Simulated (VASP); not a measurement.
Input of a VASP 6.6.1 run:

File POSCAR:

```
Ti
1.0
    4.4716859833      0.0000000000      0.0000000000
   -2.2358429917      3.8725936593      0.0000000000
    0.0000000000      0.0000000000      2.7741015424
Ti
3
Direct
    0.0000000000      0.0000000000      0.0000000000
    0.3333333333      0.6666666667      0.5000000000
    0.6666666667      0.3333333333      0.5000000000
```

File INCAR.step1:

```
ALGO     = Normal         # electronic algorithm
EDIFF    = 1E-4           # SCF threshold, eV
ENCUT    = 520            # plane-wave cutoff, eV
GGA      = PE             # functional
ISMEAR   = -1             # smearing method
LASPH    = T              # aspherical terms in the spheres
LCHARG   = F              # write CHGCAR
LREAL    = F              # projectors in reciprocal space
LWAVE    = T              # write WAVECAR
NBANDS   = 25             # bands
NELM     = 60             # most SCF steps
PREC     = Accurate       # precision mode
SIGMA    = 0.1            # smearing width, eV
```

The input INCAR.step2:

```
ALGO     = Normal         # electronic algorithm
EDIFF    = 1E-7           # SCF threshold, eV
ENCUT    = 520            # plane-wave cutoff, eV
ISIF     = 2              # what is computed and relaxed
ISMEAR   = -1             # smearing method
ISTART   = 1            
LASPH    = T              # aspherical terms in the spheres
LCHARG   = F              # write CHGCAR
LMIXTAU  = T            
LREAL    = F              # projectors in reciprocal space
LWAVE    = F              # write WAVECAR
METAGGA  = R2SCAN         # meta-GGA
NBANDS   = 25             # bands
NELM     = 60             # most SCF steps
PREC     = Accurate       # precision mode
SIGMA    = 0.1            # smearing width, eV
```

Contents of KPOINTS:

```
k-points
0
Gamma
  8 8 11
```

Potentials or basis: VASP PAW PBE potentials, release 64 (Ti_sv).

Command:

```sh
$ cat potpaw_PBE.64/Ti_sv/POTCAR > POTCAR
$ cp INCAR.step1 INCAR
$ mpirun -np 1 vasp_std > vasp.out
$ cp INCAR.step2 INCAR
$ mpirun -np 1 vasp_std > vasp.out
```

Problem. Predict the band gap on the k mesh.

Solution. Zero (bands 18 and 19 overlap by 0.26 eV).

Problem. What does it give for the pressure?

Solution. 8.5 GPa.

Stress tensor (GPa, compression positive):
```
8.52 0.00 0.00
0.00 8.52 0.00
0.00 0.00 8.44
```

Caveat: the cell stands under pressure; the PAW data sets were made with another functional, which shifts forces and pressure a little.
